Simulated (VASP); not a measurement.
# MnAs (rocksalt type) (Fm-3m) in VASP: further runs, part 2 of 2

VASP 6.6.1. The steps go on from the part before.

### 4 Electric field gradients, PBE, collinear spin, ferromagnetic start (17.66 Å³/atom)

This run uses another cell than the first one, of 17.66 Å³/atom.

INCAR

```
SYSTEM = MnAs
ALGO = Normal
EDIFF = 1E-8
ENCUT = 520
GGA = PE
ISIF = 2
ISMEAR = -1
ISPIN = 2
LASPH = .TRUE.
LCHARG = .FALSE.
LEFG = .TRUE.
LMAXMIX = 4
LORBIT = 11
LREAL = .FALSE.
LWAVE = .FALSE.
MAGMOM = 4 0
NBANDS = 20
NELM = 150
PREC = Accurate
SIGMA = 0.08
```

KPOINTS

```
k-points
0
G
  12 12 12
  0 0 0
```

POSCAR

```
MnAs
1.0
    0.0000000000      2.6043394452      2.6043394452
    2.6043394452      0.0000000000      2.6043394452
    2.6043394452      2.6043394452      0.0000000000
Mn As
1 1
Direct
    0.0000000000      0.0000000000      0.0000000000
    0.5000000000      0.5000000000      0.5000000000
```

Potentials or basis: VASP PAW PBE potentials, release 64 (Mn_pv, As).

Command:

```
$ cat potpaw_PBE.64/Mn_pv/POTCAR potpaw_PBE.64/As/POTCAR > POTCAR
$ mpirun -np 1 vasp_std > vasp.out
```

OUTCAR:

```text
SYSTEM = MnAs
   EDIFF = 1E-8
   ENCUT = 520
   GGA = PE
   ISIF = 2
   ISMEAR = -1
   ISPIN = 2
   LASPH = .TRUE.
   LORBIT = 11
   LREAL = .FALSE.
   NELM = 150
   PREC = Accurate

 ion  position               nearest neighbor table
   1  0.000  0.000  0.000-   2 2.60   2 2.60   2 2.60   2 2.60   2 2.60   2 2.60
   2  0.500  0.500  0.500-   1 2.60   1 2.60   1 2.60   1 2.60   1 2.60   1 2.60

  LATTYP: Found a face centered cubic cell.
 ALAT       =     5.2086788904

  Lattice vectors:

 A1 = (   0.0000000000,   2.6043394452,   2.6043394452)
 A2 = (   2.6043394452,   0.0000000000,   2.6043394452)
 A3 = (   2.6043394452,   2.6043394452,   0.0000000000)

Analysis of symmetry for initial positions (statically):
=====================================================================
[... 1347 lines left out ...]
 ion       V_xx      V_yy      V_zz     asymmetry (V_yy - V_xx)/ V_zz
----------------------------------------------------------------------
   1      -0.004    -0.004     0.008       0.000
   2      -0.000    -0.000     0.000       0.000
----------------------------------------------------------------------

           NMR quadrupolar parameters

 Cq : quadrupolar parameter    Cq=e*Q*V_zz/h
 eta: asymmetry parameters     (V_yy - V_xx)/ V_zz
 Q  : nuclear electric quadrupole moment in mb (millibarn)
----------------------------------------------------------------------
 ion       Cq(MHz)       eta       Q (mb)
----------------------------------------------------------------------
   1       0.000       0.000       1.000
   2       0.000       0.000       1.000
----------------------------------------------------------------------

 total charge

# of ion       s       p       d       tot
------------------------------------------
    1        0.280   6.204   4.989  11.473
    2        1.232   1.523   0.039   2.795
--------------------------------------------------
tot          1.512   7.727   5.029  14.267

 magnetization (x)

# of ion       s       p       d       tot
------------------------------------------
    1        0.070   0.033   3.583   3.686
    2        0.016  -0.127   0.013  -0.098
--------------------------------------------------
tot          0.086  -0.094   3.596   3.588
```

It took 56 s on 1 thread of Intel Xeon Platinum 8559C (Emerald Rapids), shared host; peak memory 0.22 GiB.

Results:

```
Free energy                                           : -13.8490 eV
Pressure                                              : -1.6 GPa
Net moment                                            : 3.74 μB per cell
Site moments                                          : Mn +3.69; As -0.10 μB
Largest electric field gradient by atom               : under 0.05 V/Å² on every atom
Valence electrons inside the program's atomic spheres : Mn 11.47; As 2.79
```

Caveat: a cell with one magnetic atom can't hold antiferromagnetic order, which such compounds often take.

### 5 Electric field gradients, PBE, collinear spin, ferromagnetic start (18.09 Å³/atom)

This run uses another cell than the first one, of 18.09 Å³/atom.

INCAR

```
SYSTEM = MnAs
ALGO = Normal
EDIFF = 1E-8
ENCUT = 520
GGA = PE
ISIF = 2
ISMEAR = -1
ISPIN = 2
LASPH = .True.
LCHARG = .False.
LEFG = .True.
LMAXMIX = 4
LORBIT = 11
LREAL = .False.
LWAVE = .False.
MAGMOM = 4 0
NBANDS = 20
NELM = 150
PREC = Accurate
SIGMA = 0.08
```

KPOINTS

```
k-points
0
Gamma
  12 12 12
  0 0 0
```

POSCAR

```
MnAs
1.0
    0.0000000000      2.6253430898      2.6253430898
    2.6253430898      0.0000000000      2.6253430898
    2.6253430898      2.6253430898      0.0000000000
Mn As
1 1
Direct
    0.0000000000      0.0000000000      0.0000000000
    0.5000000000      0.5000000000      0.5000000000
```

Potentials or basis: VASP PAW PBE potentials, release 64 (Mn_pv, As).

Command:

```
$ cat potpaw_PBE.64/Mn_pv/POTCAR potpaw_PBE.64/As/POTCAR > POTCAR
$ mpirun -np 1 vasp_std > vasp.out
```

OUTCAR:

```text
SYSTEM = MnAs
   EDIFF = 1E-8
   ENCUT = 520
   GGA = PE
   ISIF = 2
   ISMEAR = -1
   ISPIN = 2
   LASPH = .True.
   LORBIT = 11
   LREAL = .False.
   NELM = 150
   PREC = Accurate

 ion  position               nearest neighbor table
   1  0.000  0.000  0.000-   2 2.63   2 2.63   2 2.63   2 2.63   2 2.63   2 2.63
   2  0.500  0.500  0.500-   1 2.63   1 2.63   1 2.63   1 2.63   1 2.63   1 2.63

  LATTYP: Found a face centered cubic cell.
 ALAT       =     5.2506861796

  Lattice vectors:

 A1 = (   0.0000000000,   2.6253430898,   2.6253430898)
 A2 = (   2.6253430898,   0.0000000000,   2.6253430898)
 A3 = (   2.6253430898,   2.6253430898,   0.0000000000)

Analysis of symmetry for initial positions (statically):
=====================================================================
 Subroutine PRICEL returns:
 Original cell was already a primitive cell.

 Routine SETGRP: Setting up the symmetry group for a
 face centered cubic supercell.

 Subroutine GETGRP returns: Found 48 space group operations
 (whereof 48 operations were pure point group operations)
 out of a pool of 48 trial point group operations.

The static configuration has the point symmetry O_h .

Analysis of symmetry for dynamics (positions and initial velocities):
=====================================================================
 Subroutine PRICEL returns:
 Original cell was already a primitive cell.

 Routine SETGRP: Setting up the symmetry group for a
 face centered cubic supercell.

 Subroutine GETGRP returns: Found 48 space group operations
 (whereof 48 operations were pure point group operations)
 out of a pool of 48 trial point group operations.

The dynamic configuration has the point symmetry O_h .

Analysis of structural, dynamic, and magnetic symmetry:
=====================================================================
 Subroutine PRICEL returns:
 Original cell was already a primitive cell.

 Routine SETGRP: Setting up the symmetry group for a
 face centered cubic supercell.

 Subroutine GETGRP returns: Found 48 space group operations
 (whereof 48 operations were pure point group operations)
 out of a pool of 48 trial point group operations.

The overall configuration has the point symmetry O_h .

 Subroutine INISYM returns: Found 48 space group operations
 (whereof 48 operations are pure point group operations),
 and found     1 'primitive' translations

----------------------------------------------------------------------------------------

                                     Primitive cell

  volume of cell :      36.1900

  direct lattice vectors                    reciprocal lattice vectors
     0.000000000  2.625343090  2.625343090    -0.190451298  0.190451298  0.190451298
     2.625343090  0.000000000  2.625343090     0.190451298 -0.190451298  0.190451298
     2.625343090  2.625343090  0.000000000     0.190451298  0.190451298 -0.190451298

  length of vectors
     3.712795803  3.712795803  3.712795803     0.329871325  0.329871325  0.329871325

  position of ions in fractional coordinates (direct lattice)
     0.000000000  0.000000000  0.000000000
[... 108 lines left out ...]
   LRPA    =     F    only Hartree local field effects (RPA)
 spin polarized calculation
  energy-cutoff  :      520.00
  volume of cell :       36.19
 maximum number of plane-waves:       992
   NGX = 13   NGY = 13   NGZ = 13

 number of electron      17.9999989 magnetization       3.7847400

 Free energy of the ion-electron system (eV)
  ---------------------------------------------------
  ext. energy  EPLUGINS =         0.00000000
  ---------------------------------------------------
  free energy    TOTEN  =       -13.83600914 eV

  energy without entropy =      -13.81676474  energy(sigma->0) =      -13.82638694

 E-fermi :   6.2098     XC(G=0): -10.8771

 val. band max:        6.2046942858   @ k =  -0.3333   0.1667   0.0000
 cond. band min:       6.2100038418   @ k =   0.5000   0.3333   0.0000
 fundamental gap:      0.0053095560
 Fermi energy:         6.2097751216

 spin component 1

 k-point     1 :       0.0000    0.0000    0.0000
  band No.  band energies     occupation
      1     -44.0971      1.00000
      2     -44.0971      1.00000
      3     -44.0971      1.00000
      4      -6.5498      1.00000
      5       3.1150      1.00000
      6       3.1150      1.00000
[... 541 lines left out ...]
     19      20.5507      0.00000
     20      23.9728      0.00000

 [... further k-points ...]

 spin component 2

 k-point     1 :       0.0000    0.0000    0.0000
  band No.  band energies     occupation
      1     -40.1583      1.00000
      2     -40.1583      1.00000
      3     -40.1583      1.00000
      4      -6.4993      1.00000
      5       6.3401      0.16395
      6       6.3401      0.16392
[... 541 lines left out ...]
     19      21.1483      0.00000
     20      24.2632      0.00000

 [... further k-points ...]

------------------------ aborting loop because EDIFF is reached ----------------------------------------

  FORCE on cell =-STRESS in cart. coord.  units (eV):
  Direction    XX          YY          ZZ          XY          YZ          ZX
  --------------------------------------------------------------------------------------
  -------------------------------------------------------------------------------------
  Total       -0.7242724     -0.7242724     -0.7242724      0.0000000      0.0000000     -0.0000000
  in kB      -32.0644899    -32.0644899    -32.0644899      0.0000000      0.0000000     -0.0000000
  external PRESSURE =     -32.0644899 kB  Pullay stress =       0.0000000 kB

 VOLUME and BASIS-vectors are now :
 -----------------------------------------------------------------------------
  energy-cutoff  :      520.00
  volume of cell :       36.19
      direct lattice vectors                 reciprocal lattice vectors
     0.000000000  2.625343090  2.625343090    -0.190451298  0.190451298  0.190451298
     2.625343090  0.000000000  2.625343090     0.190451298 -0.190451298  0.190451298
     2.625343090  2.625343090  0.000000000     0.190451298  0.190451298 -0.190451298

 POSITION                                       TOTAL-FORCE (eV/Angst)
 -----------------------------------------------------------------------------------
      0.00000      0.00000      0.00000         0.000000      0.000000      0.000000
      2.62534      2.62534      2.62534         0.000000      0.000000      0.000000
 -----------------------------------------------------------------------------------
    total drift:                               -0.000000      0.000000      0.000000

  FREE ENERGIE OF THE ION-ELECTRON SYSTEM (eV)
  ---------------------------------------------------
  free  energy   TOTEN  =       -13.8360091372 eV

  energy  without entropy=      -13.8167647359  energy(sigma->0) =      -13.82638694

 Electric field gradients (V/A^2)
---------------------------------------------------------------------
 ion       V_xx      V_yy      V_zz      V_xy      V_xz      V_yz
---------------------------------------------------------------------
   1       0.000    -0.000    -0.000     0.004     0.004     0.004
   2      -0.000     0.000    -0.000     0.000     0.000     0.000
---------------------------------------------------------------------

 Electric field gradients after diagonalization (V/A^2)
 (convention: |V_zz| > |V_xx| > |V_yy|)
----------------------------------------------------------------------
 ion       V_xx      V_yy      V_zz     asymmetry (V_yy - V_xx)/ V_zz
----------------------------------------------------------------------
   1      -0.004    -0.004     0.007       0.000
   2      -0.000    -0.000     0.000       0.000
----------------------------------------------------------------------

           NMR quadrupolar parameters

 Cq : quadrupolar parameter    Cq=e*Q*V_zz/h
 eta: asymmetry parameters     (V_yy - V_xx)/ V_zz
 Q  : nuclear electric quadrupole moment in mb (millibarn)
----------------------------------------------------------------------
 ion       Cq(MHz)       eta       Q (mb)
----------------------------------------------------------------------
   1       0.000       0.000       1.000
   2       0.000       0.000       1.000
----------------------------------------------------------------------

 total charge

# of ion       s       p       d       tot
------------------------------------------
    1        0.276   6.196   4.974  11.446
    2        1.234   1.512   0.036   2.782
--------------------------------------------------
tot          1.509   7.707   5.011  14.228

 magnetization (x)

# of ion       s       p       d       tot
------------------------------------------
    1        0.070   0.032   3.633   3.736
    2        0.017  -0.133   0.012  -0.104
--------------------------------------------------
tot          0.087  -0.101   3.646   3.631
```

OSZICAR:

```text
N       E                     dE             d eps       ncg     rms          rms(c)
DAV:   1     0.139063065538E+03    0.13906E+03   -0.98151E+03  5800   0.948E+02
DAV:   2    -0.926066734963E+01   -0.14832E+03   -0.14005E+03  5964   0.268E+02
DAV:   3    -0.152838078288E+02   -0.60231E+01   -0.59491E+01  6788   0.590E+01
DAV:   4    -0.153447771719E+02   -0.60969E-01   -0.60945E-01  6420   0.599E+00
DAV:   5    -0.153455805373E+02   -0.80337E-03   -0.80335E-03  6492   0.684E-01    0.114E+01
DAV:   6    -0.154891850807E+02   -0.14360E+00   -0.88546E+00  6284   0.393E+01    0.163E+01
DAV:   7    -0.138085705160E+02    0.16806E+01   -0.47245E+00  6224   0.274E+01    0.508E+00
DAV:   8    -0.138353150454E+02   -0.26745E-01   -0.13358E-01  6244   0.328E+00    0.246E+00
DAV:   9    -0.138235985177E+02    0.11717E-01   -0.87596E-02  6176   0.315E+00    0.170E+00
DAV:  10    -0.138313896679E+02   -0.77912E-02   -0.12364E-02  6340   0.851E-01    0.111E+00
DAV:  11    -0.138358213589E+02   -0.44317E-02   -0.63371E-03  6220   0.907E-01    0.265E-01
DAV:  12    -0.138359606462E+02   -0.13929E-03   -0.15022E-03  6656   0.388E-01    0.594E-02
DAV:  13    -0.138360030355E+02   -0.42389E-04   -0.16247E-04  6280   0.738E-02    0.609E-02
DAV:  14    -0.138360085314E+02   -0.54959E-05   -0.45013E-05  6196   0.781E-02    0.987E-03
DAV:  15    -0.138360092481E+02   -0.71672E-06   -0.33715E-06  6272   0.105E-02    0.342E-03
DAV:  16    -0.138360091229E+02    0.12522E-06   -0.11690E-07  6628   0.263E-03    0.805E-04
DAV:  17    -0.138360091343E+02   -0.11433E-07   -0.75236E-09  4536   0.611E-04    0.310E-04
DAV:  18    -0.138360091372E+02   -0.28504E-08   -0.11519E-09  3248   0.273E-04
   1 F= -.13836009E+02 E0= -.13826387E+02  d E =-.192444E-01  mag=     3.7847
```

It took 58 s on 1 thread of Intel Xeon Platinum 8559C (Emerald Rapids), shared host; peak memory 0.22 GiB.

Results:

* Free energy: -13.8360 eV
* Pressure: -3.2 GPa
* Net moment: 3.78 μB per cell
* Site moments: Mn +3.74; As -0.10 μB
* Largest electric field gradient by atom: under 0.05 V/Å² on every atom
* Valence electrons inside the program's atomic spheres: Mn 11.45; As 2.78

Caveat: the cell stands under tension; a cell with one magnetic atom can't hold antiferromagnetic order, which such compounds often take.

### 6 The runs side by side

```csv
cell,gap on the mesh (eV),pressure (GPa),moment (μB)
"a = 3.653 Å, angles 60.0°, 2 atoms",none,0.2,3.68
"a = 3.683 Å, angles 60.0°, 2 atoms",none,-1.6,3.74
"a = 3.713 Å, angles 60.0°, 2 atoms",none,-3.2,3.78
```

Alike in all rows: task electric field gradients; level PBE; potentials or basis VASP PAW PBE potentials, release 64 (Mn_pv, As); spin collinear, ferromagnetic start; k mesh 12 × 12 × 12; cutoff (eV) 520; smearing fermi-dirac 0.08 eV.

Caveats: a cell with one magnetic atom can't hold antiferromagnetic order, which such compounds often take; the cell stands under tension (at least some runs).

Total energies depend on the potentials used, so only differences within one code and one set of settings carry meaning.

The gap in the log of VASP goes by the Fermi energy; the results here count the filled bands.